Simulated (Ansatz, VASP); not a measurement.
# SiBF: VASP beside Ansatz

Contents of INCAR:

```
PREC = Accurate
ENCUT = 600
EDIFF = 1E-6
ISMEAR = 0
SIGMA = 0.1
LREAL = F
LASPH = T
NELM = 60
ALGO = Normal
ISIF = 3
LWAVE = F
LCHARG = F
GGA = PE
IBRION = 2
NSW = 100
EDIFFG = -0.01
```

Contents of KPOINTS:

```
Automatic mesh
0
Gamma
  12 12 6
```

POSCAR

```
SiBF
1.0
    3.1077364347      0.0000000000      0.0000000000
    0.0000000000      3.1077364347      0.0000000000
    0.0000000000      0.0000000000      6.1183095489
Si B F
2 2 2
Direct
    0.5000000000      0.0000000000      0.7632015510
    0.0000000000      0.5000000000      0.2367984490
    0.5000000000      0.0000000000      0.1131449739
    0.0000000000      0.5000000000      0.8868550261
    0.0000000000      0.0000000000      0.5000000000
    0.5000000000      0.5000000000      0.5000000000
```

Input for Ansatz:

```yaml
crystal:
  lattice:
    - [3.1077364347, 0.0, 0.0]
    - [0.0, 3.1077364347, 0.0]
    - [0.0, 0.0, 6.1183095489]
  atoms:
    - { symbol: Si, position: [0.5, 0.0, 0.763201551] }
    - { symbol: Si, position: [0.0, 0.5, 0.236798449] }
    - { symbol: B, position: [0.5, 0.0, 0.1131449739] }
    - { symbol: B, position: [0.0, 0.5, 0.8868550261] }
    - { symbol: F, position: [0.0, 0.0, 0.5] }
    - { symbol: F, position: [0.5, 0.5, 0.5] }
basis:
  ecutwfc: 420
kpoints:
  mp_grid: { grid: [12, 12, 6] }
hamiltonian:
  xc: pbe
scf:
  occupations: { method: gaussian, width: 0.1 }
output:
  forces: true
  stress: true
  eigenvalues: true
relax:
  adjacent_minimum: "off"
  f_tol: 0.01
  max_steps: 80
  cell: { stress_tol: 0.05 }
```

Change from the starting cell: species swapped into the LiFeAs type (P4/nmm, No. 129).

Alike in both runs: task relaxation of cell and atoms; functional PBE; k mesh 12 × 12 × 6; occupations gaussian, width 0.1 eV; no spin polarisation.

|  | VASP | Ansatz |
| --- | --- | --- |
| version | VASP 6.6.1 | Ansatz 0.2.0 |
| potentials or method | VASP PAW PBE potentials, release 64 (Si, B, F), cutoff 600 eV | scalar-relativistic, plane waves, PAW |
| valence electrons in the cell | 28 | 28 |

|  | VASP | Ansatz | Ansatz less VASP |
| --- | --- | --- | --- |
| gap on the k mesh at the Fermi level, each at its own relaxed structure (eV) | none | none | - |
| relaxed volume (Å³/atom) | 9.73 | 9.75 | +0.022 |
| relaxed cell length with the largest relative difference (Å) | 3.079 | 3.082 | +0.0028 |

A gap of «none» marks a metal or a gap that the smearing closes.
